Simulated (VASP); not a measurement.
The system is TiCo.

```xyz
2
Lattice="2.9874 0.0000 0.0000 0.0000 2.9874 0.0000 0.0000 0.0000 2.9874" Properties=species:S:1:pos:R:3 pbc="T T T"
Ti    0.0000    0.0000    0.0000
Co    1.4937    1.4937    1.4937
```

Base run:

```yaml
Program: VASP 6.6.1
Functional: r2SCAN
Potentials_or_basis: VASP PAW PBE potentials, release 64 (Ti_sv, Co)
Cutoff: 520 eV
k_mesh: 16 × 16 × 16
Occupations: gaussian, width 0.05 eV
Spin: no spin polarisation
```

Its results: pressure -6.2 GPa.

**Question.** The run is repeated on the same cell with these changes: spin from no spin polarisation to collinear spin, ferromagnetic start; further incar settings from ALGO = Normal; EDIFF = 1e-06; NBANDS = 18 to ALGO = Normal; EDIFF = 1e-07; NBANDS = 22. What comes out?

**Answer.** Pressure 0.2 GPa; net moment 0.88 μB per cell; site moments Ti -0.28; Co +1.37 μB.

Caveats: the PAW data sets were made with another functional, which shifts forces and pressure a little; the cell stands under tension (at least some runs).
